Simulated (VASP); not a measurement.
# SnTe (Pm-3m) in VASP: notebook

The runs below take SnTe through single point, with PBE, HSE06.

Program: VASP 6.6.1. These are calculated values, not measurements. Logs are shortened: lines on timing, memory, paths and dates and some standing lists are left out, and cuts for length are marked.

### Step 1. The cell of the first run

The structure is cubic, space group Pm-3m (No. 221). Conventional cell: a = 3.892 Å, b = 3.892 Å, c = 3.892 Å, α = 90.00°, β = 90.00°, γ = 90.00°. Sn (site symmetry m-3m) has 8 Te at 3.37 Å and 6 Sn at 3.89 Å within 4.4 Å. Within 4.4 Å of Te (site symmetry m-3m) lie 8 Sn at 3.37 Å and 6 Te at 3.89 Å.

### Step 2. Single point, PBE

File INCAR:

```
SYSTEM = SnTe
PREC     = Accurate       ! precision mode
ENCUT    = 520            ! plane-wave cutoff, eV
EDIFF    = 1E-6           ! SCF threshold, eV
ISMEAR   = -1             ! smearing method
SIGMA    = 0.02           ! smearing width, eV
LREAL    = .FALSE.        ! projectors in reciprocal space
LASPH    = .TRUE.         ! aspherical terms in the spheres
NELM     = 80             ! most SCF steps
ALGO     = Normal         ! electronic algorithm
ISIF     = 2              ! what is computed and relaxed
LWAVE    = .FALSE.        ! write WAVECAR
LCHARG   = .FALSE.        ! write CHGCAR
GGA      = PE             ! functional
NBANDS   = 17             ! bands
```

File KPOINTS:

```
regular mesh
0
G
  4 4 4
  0 0 0
```

File POSCAR:

```
SnTe
1.0
    3.8918236295      0.0000000000      0.0000000000
    0.0000000000      3.8918236295      0.0000000000
    0.0000000000      0.0000000000      3.8918236295
Sn Te
1 1
Direct
    0.0000000000      0.0000000000      0.0000000000
    0.5000000000      0.5000000000      0.5000000000
```

Potentials or basis: VASP PAW PBE potentials, release 64 (Sn_d, Te).

Launch:

```sh
> cat potpaw_PBE.64/Sn_d/POTCAR potpaw_PBE.64/Te/POTCAR > POTCAR
> mpirun -np 1 vasp_std > vasp.out
```

OUTCAR:

```text
SYSTEM = SnTe
   PREC = Accurate
   ENCUT = 520
   EDIFF = 1E-6
   ISMEAR = -1
   LREAL = .FALSE.
   LASPH = .TRUE.
   NELM = 80
   ISIF = 2
   GGA = PE

 ion  position               nearest neighbor table
   1  0.000  0.000  0.000-   2 3.37   2 3.37   2 3.37   2 3.37   2 3.37   2 3.37   2 3.37   2 3.37

   2  0.500  0.500  0.500-   1 3.37   1 3.37   1 3.37   1 3.37   1 3.37   1 3.37   1 3.37   1 3.37

  LATTYP: Found a simple cubic cell.
 ALAT       =     3.8918236295

  Lattice vectors:

 A1 = (   3.8918236295,   0.0000000000,   0.0000000000)
 A2 = (   0.0000000000,   3.8918236295,   0.0000000000)
 A3 = (   0.0000000000,   0.0000000000,   3.8918236295)

Analysis of symmetry for initial positions (statically):
=====================================================================
 Subroutine PRICEL returns:
 Original cell was already a primitive cell.

 Routine SETGRP: Setting up the symmetry group for a
 simple cubic supercell.

 Subroutine GETGRP returns: Found 48 space group operations
 (whereof 48 operations were pure point group operations)
 out of a pool of 48 trial point group operations.

The static configuration has the point symmetry O_h .

Analysis of symmetry for dynamics (positions and initial velocities):
=====================================================================
 Subroutine PRICEL returns:
 Original cell was already a primitive cell.

 Routine SETGRP: Setting up the symmetry group for a
 simple cubic supercell.

 Subroutine GETGRP returns: Found 48 space group operations
 (whereof 48 operations were pure point group operations)
 out of a pool of 48 trial point group operations.

The dynamic configuration has the point symmetry O_h .

 Subroutine INISYM returns: Found 48 space group operations
 (whereof 48 operations are pure point group operations),
 and found     1 'primitive' translations

----------------------------------------------------------------------------------------

                                     Primitive cell

  volume of cell :      58.9467

  direct lattice vectors                    reciprocal lattice vectors
     3.891823630  0.000000000  0.000000000     0.256948951  0.000000000  0.000000000
     0.000000000  3.891823630  0.000000000     0.000000000  0.256948951  0.000000000
     0.000000000  0.000000000  3.891823630     0.000000000  0.000000000  0.256948951

  length of vectors
     3.891823630  3.891823630  3.891823630     0.256948951  0.256948951  0.256948951

  position of ions in fractional coordinates (direct lattice)
     0.000000000  0.000000000  0.000000000
     0.500000000  0.500000000  0.500000000

  ion indices of the primitive-cell ions
   primitive index   ion index
                 1           1
                 2           2

----------------------------------------------------------------------------------------

 KPOINTS: regular mesh

Automatic generation of k-mesh.
 Grid dimensions read from file:
 generate k-points for:    4    4    4

 Generating k-lattice:

  Cartesian coordinates                     Fractional coordinates (reciprocal lattice)
     0.064237238  0.000000000  0.000000000     0.250000000  0.000000000  0.000000000
     0.000000000  0.064237238  0.000000000     0.000000000  0.250000000  0.000000000
     0.000000000  0.000000000  0.064237238     0.000000000  0.000000000  0.250000000

  Length of vectors
     0.064237238  0.064237238  0.064237238

  Shift w.r.t. Gamma in fractional coordinates (k-lattice)
     0.000000000  0.000000000  0.000000000

 Subroutine IBZKPT returns following result:
 ===========================================

 Found     10 irreducible k-points:

 Following reciprocal coordinates:
            Coordinates               Weight
  0.000000  0.000000  0.000000      1.000000
  0.250000  0.000000  0.000000      6.000000
  0.500000  0.000000  0.000000      3.000000
  0.250000  0.250000  0.000000     12.000000
  0.500000  0.250000  0.000000     12.000000
  0.500000  0.500000  0.000000      3.000000
  0.250000  0.250000  0.250000      8.000000
  0.500000  0.250000  0.250000     12.000000
  0.500000  0.500000  0.250000      6.000000
  0.500000  0.500000  0.500000      1.000000
   k-points           NKPTS =     10   k-points in BZ     NKDIM =     10   number of bands    NBANDS=     17
   number of dos      NEDOS =    301   number of ions     NIONS =      2
   total plane-waves  NPLWV =  27000
   dimension x,y,z NGX =    30 NGY =   30 NGZ =   30
   dimension x,y,z NGXF=    60 NGYF=   60 NGZF=   60
   ions per type =               1   1
   NGX,Y,Z   is equivalent  to a cutoff of  12.82, 12.82, 12.82 a.u.
   NGXF,Y,Z  is equivalent  to a cutoff of  25.63, 25.63, 25.63 a.u.
 SYSTEM =  SnTe
   PREC   = accura    normal or accurate (medium, high low for compatibility)
   ISTART =      0    job   : 0-new  1-cont  2-samecut
   ICHARG =      2    charge: 1-file 2-atom 10-const
   ISPIN  =      1    spin polarized calculation?
   LNONCOLLINEAR =      F non collinear calculations
   LSORBIT =      F    spin-orbit coupling
   LASPH  =      T    aspherical Exc in radial PAW
   ENCUT  =  520.0 eV  38.22 Ry    6.18 a.u.   7.24  7.24  7.24*2*pi/ulx,y,z
   NELM   =     80;   NELMIN=  2; NELMDL= -5     # of ELM steps
   EDIFF  = 0.1E-05   stopping-criterion for ELM
   LREAL  =      F    real-space projection
   EDIFFG = 0.1E-04   stopping-criterion for IOM
   NSW    =      0    number of steps for IOM
   IBRION =     -1    ionic relax: 0-MD 1-quasi-New 2-CG
   NFREE  =      0    steps in history (QN), initial steepest desc. (CG)
   ISIF   =      2    stress and relaxation
   ISYM   =      2    0-nonsym 1-usesym 2-fastsym
   POTIM  = 0.5000    time-step for ionic-motion
   TEBEG  =    0.0;   TEEND  =   0.0 temperature during run
   PSTRESS=    0.0 pullay stress
   NELECT =      20.0000    total number of electrons
   NUPDOWN=      -1.0000    fix difference up-down
   EMIN   =  10.00;   EMAX   =-10.00  energy-range for DOS
   EFERMI =   0.00;   METHOD = LEGACY
   ISMEAR =    -1;   SIGMA  =   0.02  broadening in eV -4-tet -1-fermi 0-gaus
   EFERMI_NEDOS =   21; number of points for ismear=-14 and -15
   IALGO  =     38    algorithm
   IMIX   =      4    mixing-type and parameters
     AMIX     =   0.40;   BMIX     =  1.00
     AMIX_MAG =   1.60;   BMIX_MAG =  1.00
  volume/ion in A,a.u.               =      29.47       198.90
  Fermi-wavevector in a.u.,A,eV,Ry     =   1.141822  2.157730 17.738692  1.303757
  Thomas-Fermi vector in A             =   2.278521
   LORBIT       =      0    0 simple, 1 ext, 2 COOP (PROOUT), +10 PAW based schemes
   GGA     = PE    functional components
[... 5 lines left out ...]
 non-spin polarized calculation
  energy-cutoff  :      520.00
  volume of cell :       58.95
 maximum number of plane-waves:      1622
 NGX is ok and might be reduce to    30
   NGX = 15   NGY = 15   NGZ = 15

 number of electron      19.9999983 magnetization

 Free energy of the ion-electron system (eV)
  ---------------------------------------------------
  ext. energy  EPLUGINS =         0.00000000
  ---------------------------------------------------
  free energy    TOTEN  =        -6.90656146 eV

  energy without entropy =       -6.89779066  energy(sigma->0) =       -6.90217606

 E-fermi :   7.1126     XC(G=0):  -9.9209

 val. band max:        7.0807993158   @ k =   0.5000   0.2500   0.2500
 cond. band min:       7.1197151412   @ k =   0.5000   0.2500   0.0000
 fundamental gap:      0.0389158254
 Fermi energy:         7.1125503793

 k-point     1 :       0.0000    0.0000    0.0000
  band No.  band energies     occupation
      1     -14.3844      2.00000
      2     -14.3844      2.00000
      3     -14.3456      2.00000
      4     -14.3456      2.00000
      5     -14.3456      2.00000
      6      -5.2428      2.00000
[... 9 lines left out ...]
     16      18.0592      0.00000
     17      18.0592      0.00000

 k-point     2 :       0.2500    0.0000    0.0000
  band No.  band energies     occupation
      1     -14.3837      2.00000
      2     -14.3675      2.00000
      3     -14.3512      2.00000
      4     -14.3512      2.00000
      5     -14.3452      2.00000
      6      -4.7770      2.00000
[... 9 lines left out ...]
     16      15.7650      0.00000
     17      17.7136      0.00000

 k-point     3 :       0.5000    0.0000    0.0000
  band No.  band energies     occupation
      1     -14.3830      2.00000
      2     -14.3568      2.00000
      3     -14.3568      2.00000
      4     -14.3507      2.00000
      5     -14.3448      2.00000
      6      -4.0547      2.00000
[... 9 lines left out ...]
     16      19.0778      0.00000
     17      19.4349      0.00000

 k-point     4 :       0.2500    0.2500    0.0000
  band No.  band energies     occupation
      1     -14.3751      2.00000
      2     -14.3584      2.00000
      3     -14.3581      2.00000
      4     -14.3508      2.00000
      5     -14.3501      2.00000
      6      -4.3405      2.00000
[... 9 lines left out ...]
     16      15.0682      0.00000
     17      15.4826      0.00000

 k-point     5 :       0.5000    0.2500    0.0000
  band No.  band energies     occupation
      1     -14.3723      2.00000
      2     -14.3650      2.00000
      3     -14.3557      2.00000
      4     -14.3497      2.00000
      5     -14.3434      2.00000
      6      -3.7036      2.00000
[... 9 lines left out ...]
     16      15.8467      0.00000
     17      16.3199      0.00000

 k-point     6 :       0.5000    0.5000    0.0000
  band No.  band energies     occupation
      1     -14.3732      2.00000
      2     -14.3661      2.00000
      3     -14.3547      2.00000
      4     -14.3547      2.00000
      5     -14.3317      2.00000
      6      -3.2572      2.00000
[... 9 lines left out ...]
     16      14.4723      0.00000
     17      14.4723      0.00000

 k-point     7 :       0.2500    0.2500    0.2500
  band No.  band energies     occupation
      1     -14.3580      2.00000
      2     -14.3580      2.00000
      3     -14.3579      2.00000
      4     -14.3562      2.00000
      5     -14.3562      2.00000
      6      -3.9422      2.00000
[... 9 lines left out ...]
     16      15.6735      0.00000
     17      17.6204      0.00000

 k-point     8 :       0.5000    0.2500    0.2500
  band No.  band energies     occupation
      1     -14.3640      2.00000
      2     -14.3626      2.00000
      3     -14.3572      2.00000
      4     -14.3557      2.00000
      5     -14.3405      2.00000
      6      -3.3945      2.00000
[... 9 lines left out ...]
     16      16.1489      0.00000
     17      17.9098      0.00000

 k-point     9 :       0.5000    0.5000    0.2500
  band No.  band energies     occupation
      1     -14.3709      2.00000
      2     -14.3616      2.00000
      3     -14.3616      2.00000
      4     -14.3486      2.00000
      5     -14.3313      2.00000
      6      -3.0144      2.00000
[... 9 lines left out ...]
     16      17.8949      0.00000
     17      18.5064      0.00000

 k-point    10 :       0.5000    0.5000    0.5000
  band No.  band energies     occupation
      1     -14.3685      2.00000
      2     -14.3685      2.00000
      3     -14.3685      2.00000
      4     -14.3310      2.00000
      5     -14.3310      2.00000
      6      -2.7289      2.00000
[... 9 lines left out ...]
     16      21.1792      0.00000
     17      22.3748      0.00000

------------------------ aborting loop because EDIFF is reached ----------------------------------------

  FORCE on cell =-STRESS in cart. coord.  units (eV):
  Direction    XX          YY          ZZ          XY          YZ          ZX
  --------------------------------------------------------------------------------------
  -------------------------------------------------------------------------------------
  Total       -0.0579726     -0.0579726     -0.0579726     -0.0000000     -0.0000000      0.0000000
  in kB       -1.5757025     -1.5757025     -1.5757025     -0.0000000     -0.0000000      0.0000000
  external PRESSURE =      -1.5757025 kB  Pullay stress =       0.0000000 kB

 VOLUME and BASIS-vectors are now :
 -----------------------------------------------------------------------------
  energy-cutoff  :      520.00
  volume of cell :       58.95
      direct lattice vectors                 reciprocal lattice vectors
     3.891823630  0.000000000  0.000000000     0.256948951  0.000000000  0.000000000
     0.000000000  3.891823630  0.000000000     0.000000000  0.256948951  0.000000000
     0.000000000  0.000000000  3.891823630     0.000000000  0.000000000  0.256948951

 POSITION                                       TOTAL-FORCE (eV/Angst)
 -----------------------------------------------------------------------------------
      0.00000      0.00000      0.00000         0.000000      0.000000      0.000000
      1.94591      1.94591      1.94591         0.000000      0.000000      0.000000
 -----------------------------------------------------------------------------------
    total drift:                                0.000000     -0.000000     -0.000000

  FREE ENERGIE OF THE ION-ELECTRON SYSTEM (eV)
  ---------------------------------------------------
  free  energy   TOTEN  =        -6.9065614608 eV

  energy  without entropy=       -6.8977906639  energy(sigma->0) =       -6.90217606
```

It took 12 s on 1 thread of Intel Xeon Platinum 8488C (Sapphire Rapids), shared host; peak memory 0.16 GiB.

What came out:

```
Free energy            : -6.9066 eV
Pressure               : -0.2 GPa
Band gap on the k mesh : zero (band 10 reaches 7.41 eV, above the bottom of band 11 at 5.86 eV)
```

Caveat: the k points lie up to 0.40 Å⁻¹ apart; spin-orbit coupling is left out, which moves the levels of the heavy elements.

(Continued in part 2 of 2.)
